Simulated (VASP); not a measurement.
# Ir in VASP: notebook

Ir is run at these levels: PBEsol; tasks: single point.

All numbers are computed with VASP 6.6.1; they aren't measurements. Logs are shortened: lines on timing, memory, paths and dates and some standing lists are left out, and cuts for length are marked.

## 1. The cell of the first run

Symmetry: Fm-3m, No. 225, cubic system. Conventional cell: a = 3.863 Å, b = 3.863 Å, c = 3.863 Å, α = 90.00°, β = 90.00°, γ = 90.00°. Ir (site symmetry m-3m) has 12 Ir at 2.73 Å within 3.6 Å.

## 2. Single point, PBEsol (strained)

INCAR

```
SYSTEM = Ir
ALGO = Normal
EDIFF = 1E-7
ENCUT = 520
GGA = PS
ISIF = 2
ISMEAR = 0
LASPH = .TRUE.
LCHARG = .FALSE.
LREAL = .FALSE.
LWAVE = .FALSE.
NBANDS = 10
NELM = 100
PREC = Accurate
SIGMA = 0.1
```

KPOINTS

```
k-points
0
G
  18 18 18
  0 0 0
```

POSCAR

```
Ir
1.0
    0.0000000000      1.9315445490      1.9315445490
    1.9315445490      0.0000000000      1.9315445490
    1.9315445490      1.9315445490      0.0000000000
Ir
1
Direct
    0.0000000000      0.0000000000      0.0000000000
```

Potentials or basis: VASP PAW PBE potentials, release 64 (Ir).

Run with:

```bash
$ cat potpaw_PBE.64/Ir/POTCAR > POTCAR
$ mpirun -np 1 vasp_std > vasp.out
```

OUTCAR:

```text
SYSTEM = Ir
   EDIFF = 1E-7
   ENCUT = 520
   GGA = PS
   ISIF = 2
   ISMEAR = 0
   LASPH = .TRUE.
   LREAL = .FALSE.
   NELM = 100
   PREC = Accurate

 ion  position               nearest neighbor table
   1  0.000  0.000  0.000-

  LATTYP: Found a face centered cubic cell.
 ALAT       =     3.8630890980

  Lattice vectors:

 A1 = (   0.0000000000,   1.9315445490,   1.9315445490)
 A2 = (   1.9315445490,   0.0000000000,   1.9315445490)
 A3 = (   1.9315445490,   1.9315445490,   0.0000000000)

Analysis of symmetry for initial positions (statically):
=====================================================================
 Subroutine PRICEL returns:
 Original cell was already a primitive cell.

 Routine SETGRP: Setting up the symmetry group for a
 face centered cubic supercell.

 Subroutine GETGRP returns: Found 48 space group operations
 (whereof 48 operations were pure point group operations)
 out of a pool of 48 trial point group operations.

The static configuration has the point symmetry O_h .

Analysis of symmetry for dynamics (positions and initial velocities):
=====================================================================
 Subroutine PRICEL returns:
 Original cell was already a primitive cell.

 Routine SETGRP: Setting up the symmetry group for a
 face centered cubic supercell.

 Subroutine GETGRP returns: Found 48 space group operations
 (whereof 48 operations were pure point group operations)
 out of a pool of 48 trial point group operations.

The dynamic configuration has the point symmetry O_h .

 Subroutine INISYM returns: Found 48 space group operations
 (whereof 48 operations are pure point group operations),
 and found     1 'primitive' translations

----------------------------------------------------------------------------------------

                                     Primitive cell

  volume of cell :      14.4127

  direct lattice vectors                    reciprocal lattice vectors
     0.000000000  1.931544549  1.931544549    -0.258860196  0.258860196  0.258860196
     1.931544549  0.000000000  1.931544549     0.258860196 -0.258860196  0.258860196
     1.931544549  1.931544549  0.000000000     0.258860196  0.258860196 -0.258860196

  length of vectors
     2.731616498  2.731616498  2.731616498     0.448359011  0.448359011  0.448359011

  position of ions in fractional coordinates (direct lattice)
     0.000000000  0.000000000  0.000000000

  ion indices of the primitive-cell ions
   primitive index   ion index
[... 72 lines left out ...]
   NELM   =    100;   NELMIN=  2; NELMDL= -5     # of ELM steps
   EDIFF  = 0.1E-06   stopping-criterion for ELM
   LREAL  =      F    real-space projection
   EDIFFG = 0.1E-05   stopping-criterion for IOM
   NSW    =      0    number of steps for IOM
   IBRION =     -1    ionic relax: 0-MD 1-quasi-New 2-CG
   NFREE  =      0    steps in history (QN), initial steepest desc. (CG)
   ISIF   =      2    stress and relaxation
   ISYM   =      2    0-nonsym 1-usesym 2-fastsym
   POTIM  = 0.5000    time-step for ionic-motion
   TEBEG  =    0.0;   TEEND  =   0.0 temperature during run
   PSTRESS=    0.0 pullay stress
   NELECT =       9.0000    total number of electrons
   NUPDOWN=      -1.0000    fix difference up-down
   EMIN   =  10.00;   EMAX   =-10.00  energy-range for DOS
   EFERMI =   0.00;   METHOD = LEGACY
   ISMEAR =     0;   SIGMA  =   0.10  broadening in eV -4-tet -1-fermi 0-gaus
   EFERMI_NEDOS =   21; number of points for ismear=-14 and -15
   IALGO  =     38    algorithm
   IMIX   =      4    mixing-type and parameters
     AMIX     =   0.40;   BMIX     =  1.00
     AMIX_MAG =   1.60;   BMIX_MAG =  1.00
  volume/ion in A,a.u.               =      14.41        97.26
  Fermi-wavevector in a.u.,A,eV,Ry     =   1.399290  2.644274 26.640362  1.958011
  Thomas-Fermi vector in A             =   2.522364
   LORBIT       =      0    0 simple, 1 ext, 2 COOP (PROOUT), +10 PAW based schemes
   GGA     = PS    functional components
   LHFCALC =     F    Hartree Fock is set to
   AEXX    =    0.0000 exact exchange contribution
   IVDW    =     0    specifies the selected vdW correction
   LEPSILON=     F    determine dielectric tensor
   LRPA    =     F    only Hartree local field effects (RPA)
 non-spin polarized calculation
 Gauss-broadening in eV      SIGMA  =   0.10
  energy-cutoff  :      520.00
  volume of cell :       14.41
 maximum number of plane-waves:       397
   NGX = 11   NGY = 11   NGZ = 11

 number of electron       9.0000000 magnetization

 Free energy of the ion-electron system (eV)
  ---------------------------------------------------
  ext. energy  EPLUGINS =         0.00000000
  ---------------------------------------------------
  free energy    TOTEN  =        -9.81463851 eV

  energy without entropy =       -9.80936020  energy(sigma->0) =       -9.81199936

 E-fermi :   9.9583     XC(G=0): -13.9926

 val. band max:        9.9531946894   @ k =   0.5000   0.2222   0.1111
 cond. band min:       9.9661599949   @ k =   0.3333   0.1111   0.0556
 fundamental gap:      0.0129653055
 Fermi energy:         9.9583375388

 k-point     1 :       0.0000    0.0000    0.0000
  band No.  band energies     occupation
      1      -1.0648      2.00000
      2       6.1313      2.00000
      3       6.1313      2.00000
      4       6.1313      2.00000
      5       8.7679      2.00000
      6       8.7679      2.00000
      7      24.2793      0.00000
      8      29.7417      0.00000
      9      29.7417      0.00000
     10      29.7417      0.00000
[... 287 lines left out ...]
 k-point    24 :      -0.2222    0.0556    0.0000
  band No.  band energies     occupation
      1       1.1228      2.00000
      2       5.4734      2.00000
      3       6.5808      2.00000
      4       6.6716      2.00000
      5       8.4858      2.00000
      6       9.3213      2.00000
      7      23.9696      0.00000
      8      26.7790      0.00000
      9      31.7476      0.00000
     10      32.9792      0.00000

 [... further k-points ...]
[... 5 lines left out ...]
  --------------------------------------------------------------------------------------
  -------------------------------------------------------------------------------------
  Total       -0.7625260     -0.7625260     -0.7625260     -0.0000000      0.0000000      0.0000000
  in kB      -84.7658793    -84.7658793    -84.7658793     -0.0000000      0.0000000      0.0000000
  external PRESSURE =     -84.7658793 kB  Pullay stress =       0.0000000 kB

 VOLUME and BASIS-vectors are now :
 -----------------------------------------------------------------------------
  energy-cutoff  :      520.00
  volume of cell :       14.41
      direct lattice vectors                 reciprocal lattice vectors
     0.000000000  1.931544549  1.931544549    -0.258860196  0.258860196  0.258860196
     1.931544549  0.000000000  1.931544549     0.258860196 -0.258860196  0.258860196
     1.931544549  1.931544549  0.000000000     0.258860196  0.258860196 -0.258860196

 POSITION                                       TOTAL-FORCE (eV/Angst)
 -----------------------------------------------------------------------------------
      0.00000      0.00000      0.00000         0.000000     -0.000000      0.000000
 -----------------------------------------------------------------------------------
    total drift:                                0.000000      0.000000      0.000000

  FREE ENERGIE OF THE ION-ELECTRON SYSTEM (eV)
  ---------------------------------------------------
  free  energy   TOTEN  =        -9.8146385122 eV

  energy  without entropy=       -9.8093601984  energy(sigma->0) =       -9.81199936
```

stdout:

```text
POSCAR found type information on POSCAR Ir
 POSCAR found :  1 types and       1 ions
 scaLAPACK will be used
 -----------------------------------------------------------------------------
|                                                                             |
|                                                                             |
|     You enforced a specific xc type in the INCAR file but a different       |
|     I HOPE YOU KNOW WHAT YOU ARE DOING!                                     |
|                                                                             |
 -----------------------------------------------------------------------------

 LDA part: xc-table for (Slater+PW92), standard interpolation
 POSCAR, INCAR and KPOINTS ok, starting setup
 FFT: planning ... GRIDC
 FFT: planning ... GRID_SOFT
 FFT: planning ... GRID
 WAVECAR not read
 entering main loop
```

Run time: 8.9 s. Hardware: 1 thread of Intel Xeon 6975P-C (Granite Rapids), shared host; peak memory 0.14 GiB.

What came out:

```
Free energy : -9.8146 eV
Pressure    : -8.5 GPa
```

Caveat: the cell differs from its parent crystal (strained); the PAW data sets were made with another functional, which shifts forces and pressure a little; spin-orbit coupling is left out, which moves the levels of the heavy elements.

## 3. Single point, PBEsol (strained)

INCAR

```
SYSTEM = Ir
  PREC = Accurate
  ENCUT = 520
  EDIFF = 1E-7
  ISMEAR = 0
  SIGMA = 0.1
  LREAL = .False.
  LASPH = .True.
  NELM = 60
  ALGO = Fast
  ISIF = 2
  LWAVE = .False.
  LCHARG = .False.
  GGA = PS
  NBANDS = 10
```

KPOINTS

```
Automatic mesh
0
Gamma
  18 18 18
  0 0 0
```

POSCAR

```
Ir
1.0
    0.0000000000      1.9463262390      1.9463262390
    1.9463262390      0.0000000000      1.9463262390
    1.9463262390      1.9463262390      0.0000000000
Ir
1
Direct
    0.0000000000      0.0000000000      0.0000000000
```

Potentials or basis: VASP PAW PBE potentials, release 64 (Ir).

Run with:

```bash
$ cat potpaw_PBE.64/Ir/POTCAR > POTCAR
$ mpirun -np 1 vasp_std > vasp.out
```

It took 13 s on 1 thread of Intel Xeon 6975P-C (Granite Rapids), shared host; peak memory 0.15 GiB.

The run converged. Its results:

| Quantity | Value |
| --- | --- |
| Free energy | -9.7892 eV |
| Pressure | -16.0 GPa |

Levels at points of the mesh, in eV from the Fermi level:
| k point | band 1 | band 2 | band 3 | band 4 | band 5 | band 6 | band 7 | band 8 | band 9 |
| --- | --- | --- | --- | --- | --- | --- | --- | --- | --- |
| (0.00, 0.00, 0.00) | -10.78 | -3.69 | -3.69 | -3.69 | -1.15 | -1.15 | 14.36 | 19.69 | 19.69 |
| (0.50, 0.00, 0.00) | -7.74 | -3.78 | -3.78 | -0.74 | 0.80 | 0.80 | 6.78 | 13.88 | 19.37 |
| (0.50, 0.50, 0.00) | -7.50 | -6.95 | 0.78 | 1.33 | 1.33 | 1.63 | 9.87 | 11.44 | 11.44 |

Caveat: the cell differs from its parent crystal (strained); the PAW data sets were made with another functional, which shifts forces and pressure a little; spin-orbit coupling is left out, which moves the levels of the heavy elements.

## 4. Single point, PBEsol (strained)

INCAR

```
PREC     = Accurate       # precision mode
ENCUT    = 520            # plane-wave cutoff, eV
EDIFF    = 1E-6           # SCF threshold, eV
ISMEAR   = 0              # smearing method
SIGMA    = 0.1            # smearing width, eV
LREAL    = F              # projectors in reciprocal space
LASPH    = T              # aspherical terms in the spheres
NELM     = 80             # most SCF steps
ALGO     = Fast           # electronic algorithm
ISIF     = 2              # what is computed and relaxed
LWAVE    = F              # write WAVECAR
LCHARG   = F              # write CHGCAR
GGA      = PS             # functional
NBANDS   = 10             # bands
```

KPOINTS

```
regular mesh
0
Gamma
  16 16 16
```

POSCAR

```
Ir
1.0
    0.0000000000      1.9428707790      1.8852797790
    1.8852797790      0.0000000000      1.8852797790
    1.8852797790      1.9428707790      0.0000000000
Ir
1
Direct
    0.0000000000      0.0000000000      0.0000000000
```

Run with:

```bash
$ cat potpaw_PBE.64/Ir/POTCAR > POTCAR
$ mpirun -np 1 vasp_std > vasp.out
```

It took 26 s on 1 thread of Intel Xeon 6975P-C (Granite Rapids), shared host; peak memory 0.17 GiB.

Results (log left out):

```yaml
Free_energy: -9.7952 eV
Pressure: 8.3 GPa
```

Stress tensor (GPa, compression positive):
```
12.22  0.00  0.00
 0.00  0.32  0.00
 0.00  0.00 12.22
```

Levels at points of the mesh, in eV from the Fermi level:
```tsv
k point	band 1	band 2	band 3	band 4	band 5	band 6	band 7	band 8	band 9
(0.00, 0.00, 0.00)	-11.45	-4.31	-3.90	-3.90	-1.50	-0.95	14.28	19.34	20.32
(0.50, 0.00, 0.00)	-8.40	-4.36	-3.93	-0.88	0.85	1.07	7.49	13.78	19.75
(0.50, 0.50, 0.00)	-8.21	-7.63	0.91	1.35	1.78	1.87	11.09	11.42	11.78
(0.50, 0.00, 0.50)	-8.25	-7.61	0.98	1.22	1.53	1.53	10.25	12.15	12.15
```

Caveat: the cell differs from its parent crystal (strained); the PAW data sets were made with another functional, which shifts forces and pressure a little; spin-orbit coupling is left out, which moves the levels of the heavy elements.

## 5. Single point, PBEsol

This run uses another cell than the first one, of 13.38 Å³/atom, 0.928 times its volume.

INCAR

```
PREC = Accurate
ENCUT = 520
EDIFF = 1E-6
ISMEAR = -1
SIGMA = 0.15
LREAL = F
LASPH = T
NELM = 80
ALGO = Normal
ISIF = 2
LWAVE = F
LCHARG = T
GGA = PS
LELF = T
LVHAR = T
NBANDS = 10
```

KPOINTS

```
Automatic mesh
0
Gamma
  20 20 20
```

POSCAR

```
Ir
1.0
    0.0000000000      1.8840758182      1.8840758182
    1.8840758182      0.0000000000      1.8840758182
    1.8840758182      1.8840758182      0.0000000000
Ir
1
Direct
    0.0000000000      0.0000000000      0.0000000000
```

Run with:

```bash
$ cat potpaw_PBE.64/Ir/POTCAR > POTCAR
$ mpirun -np 1 vasp_std > vasp.out
```

Wall time 12 s (1 thread of Intel Xeon 6975P-C (Granite Rapids), shared host); peak memory 0.15 GiB.

The run converged. Its results:

```yaml
Free_energy: -9.8033 eV
Pressure: 23.5 GPa
```

Levels at points of the mesh, in eV from the Fermi level:
```
           k point  band 2  band 3  band 4  band 5  band 6  band 7
(0.00, 0.00, 0.00)   -4.22   -4.22   -4.22   -1.25   -1.25   14.23
(0.50, 0.00, 0.00)   -4.34   -4.34   -0.93    1.04    1.04    7.86
(0.50, 0.50, 0.00)   -7.98    1.02    1.68    1.68    1.68   11.30
```

Caveat: the PAW data sets were made with another functional, which shifts forces and pressure a little; spin-orbit coupling is left out, which moves the levels of the heavy elements.

## 6. Summary

| cell | k mesh | smearing | gap on the mesh (eV) | pressure (GPa) |
| --- | --- | --- | --- | --- |
| a = 2.732 Å, angles 60.0°, 1 atom | 18 × 18 × 18 | gaussian 0.1 eV | none | -8.5 |
| a = 2.753 Å, angles 60.0°, 1 atom | 18 × 18 × 18 | gaussian 0.1 eV | none | -16.0 |
| a = 2.707, b = 2.666 Å, angles 60.5, 59.0, 60.5°, 1 atom | 16 × 16 × 16 | gaussian 0.1 eV | none | 8.3 |
| a = 2.664 Å, angles 60.0°, 1 atom | 20 × 20 × 20 | fermi-dirac 0.15 eV | none | 23.5 |

Alike in all rows: task single point; level PBEsol; potentials or basis VASP PAW PBE potentials, release 64 (Ir); no spin polarisation; cutoff (eV) 520.

Caveats: the PAW data sets were made with another functional, which shifts forces and pressure a little; spin-orbit coupling is left out, which moves the levels of the heavy elements.

Absolute energies hang on the potentials; compare differences alone.
